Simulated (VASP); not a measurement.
Set up this calculation in VASP 6.6.1, as the native input.

- Task: single point
- Functional: HSE06
- Potentials or basis: VASP PAW PBE potentials, release 64 (Hg, Te)
- Cutoff: 520 eV
- k mesh: 4 × 4 × 4
- Occupations: fermi-dirac, width 0.02 eV
- Spin: no spin polarisation
- Dipole correction: no
- Grid for exact exchange (PRECFOCK): Normal
- Further INCAR settings: ALGO = Normal; EDIFF = 1e-06; NBANDS = 16
- Share of exact exchange: 0.25
- Screening parameter: 0.2079 1/Å

Crystal: HgTe.

```
Hg Te
1.0
     0.00000    3.28916    3.28916
     3.28916    0.00000    3.28916
     3.28916    3.28916    0.00000
Hg Te
1 1
Direct
  0.00000 0.00000 0.00000
  0.25000 0.25000 0.25000
```

These files were run (other wordings do the same):

POSCAR

```
HgTe
1.0
    0.0000000000      3.2891578888      3.2891578888
    3.2891578888      0.0000000000      3.2891578888
    3.2891578888      3.2891578888      0.0000000000
Hg Te
1 1
Direct
    0.0000000000      0.0000000000      0.0000000000
    0.2500000000      0.2500000000      0.2500000000
```

INCAR.step1

```
SYSTEM = HgTe
ALGO = Normal
EDIFF = 1E-5
ENCUT = 520
GGA = PE
ISIF = 2
ISMEAR = -1
LASPH = .TRUE.
LCHARG = .FALSE.
LREAL = .FALSE.
LWAVE = .TRUE.
NBANDS = 16
NELM = 60
PREC = Accurate
SIGMA = 0.02
```

INCAR.step2

```
SYSTEM = HgTe
ALGO = Normal
EDIFF = 1E-6
ENCUT = 520
GGA = PE
HFSCREEN = 0.2079
ISIF = 2
ISMEAR = -1
ISTART = 1
LASPH = .TRUE.
LCHARG = .FALSE.
LHFCALC = .TRUE.
LREAL = .FALSE.
LWAVE = .FALSE.
NBANDS = 16
NELM = 60
PREC = Accurate
PRECFOCK = Normal
SIGMA = 0.02
```

KPOINTS

```
k-points
0
G
  4 4 4
  0 0 0
```

Potentials or basis: VASP PAW PBE potentials, release 64 (Hg, Te).

Command:

```bash
$ cat potpaw_PBE.64/Hg/POTCAR potpaw_PBE.64/Te/POTCAR > POTCAR
$ cp INCAR.step1 INCAR
$ mpirun -np 1 vasp_std > vasp.out
$ cp INCAR.step2 INCAR
$ mpirun -np 1 vasp_std > vasp.out
```

It gave:

* Pressure: 0.1 GPa
* Band gap on the k mesh: zero (filled and empty bands touch)

Caveat: the k points lie up to 0.41 Å⁻¹ apart; the PAW data sets were made with another functional, which shifts forces and pressure a little; spin-orbit coupling is left out, which moves the levels of the heavy elements.

It took 13 min on 1 thread of Intel(R) Xeon(R) Platinum 8488C (Sapphire Rapids) (shared host), peak memory 0.32 GiB.
